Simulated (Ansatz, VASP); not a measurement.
One calculation of GaSb3, two programs

Contents of INCAR:

```
SYSTEM = GaSb3
PREC     = Accurate       ! precision mode
ENCUT    = 520            ! plane-wave cutoff, eV
EDIFF    = 1E-7           ! SCF threshold, eV
ISMEAR   = 0              ! smearing method
SIGMA    = 0.15           ! smearing width, eV
LREAL    = .False.        ! projectors in reciprocal space
LASPH    = .True.         ! aspherical terms in the spheres
NELM     = 100            ! most SCF steps
ALGO     = Normal         ! electronic algorithm
ISIF     = 2              ! what is computed and relaxed
LWAVE    = .False.        ! write WAVECAR
LCHARG   = .False.        ! write CHGCAR
GGA      = PE             ! functional
IVDW     = 12             ! dispersion correction
NBANDS   = 22             ! bands
```

Contents of KPOINTS:

```
Automatic mesh
0
Gamma
  12 12 12
  0 0 0
```

Contents of POSCAR:

```
GaSb3
1.0
    0.0000000000      3.6478901005      3.6478901005
    3.6478901005      0.0000000000      3.6478901005
    3.6478901005      3.6478901005      0.0000000000
Ga Sb
1 3
Direct
    0.0045642822     -0.0045642822     -0.0045642822
    0.2500000000      0.2500000000      0.2500000000
    0.7500000000      0.7500000000      0.7500000000
    0.5000000000      0.5000000000      0.5000000000
```

Input for Ansatz:

```yaml
crystal:
  lattice:
    - [0.0, 3.6478901005, 3.6478901005]
    - [3.6478901005, 0.0, 3.6478901005]
    - [3.6478901005, 3.6478901005, 0.0]
  atoms:
    - { symbol: Ga, position: [0.0045642822, -0.0045642822, -0.0045642822] }
    - { symbol: Sb, position: [0.25, 0.25, 0.25] }
    - { symbol: Sb, position: [0.75, 0.75, 0.75] }
    - { symbol: Sb, position: [0.5, 0.5, 0.5] }
basis:
  ecutwfc: 420
kpoints:
  mp_grid: { grid: [12, 12, 12] }
hamiltonian:
  xc: pbe
  dispersion: d3bj
scf:
  occupations: { method: gaussian, width: 0.15 }
output:
  forces: true
  stress: true
  eigenvalues: true
```

Alike in both runs: task single point; functional PBE; dispersion D3(BJ); k mesh 12 × 12 × 12; occupations gaussian, width 0.15 eV; no spin polarisation.

```csv
,VASP,Ansatz
version,VASP 6.6.1,Ansatz 0.2.0
potentials or method,"VASP PAW PBE potentials, release 64 (Ga_d, Sb), cutoff 520 eV","scalar-relativistic, plane waves, PAW"
valence electrons in the cell,28,58
```

VASP gave:

| Item | Value |
| --- | --- |
| gap on the k mesh at the Fermi level (eV) | none |
| pressure (GPa) | 0.3 |
| rms of the force components (eV/Å) | 0.021 |

Q: What did Ansatz give for the same quantities?

A: gap on the k mesh at the Fermi level (eV): none; pressure (GPa): 0.4; rms of the force components (eV/Å): 0.021.

Atom by atom the forces differ by 0.000 eV/Å (rms over components). A gap of «none» marks a metal or a gap that the smearing closes. VASP's potentials hold 28 valence electrons a cell and Ansatz's 58, so a difference there can come from the potentials and not from the codes.

Neither program's run includes spin-orbit coupling.
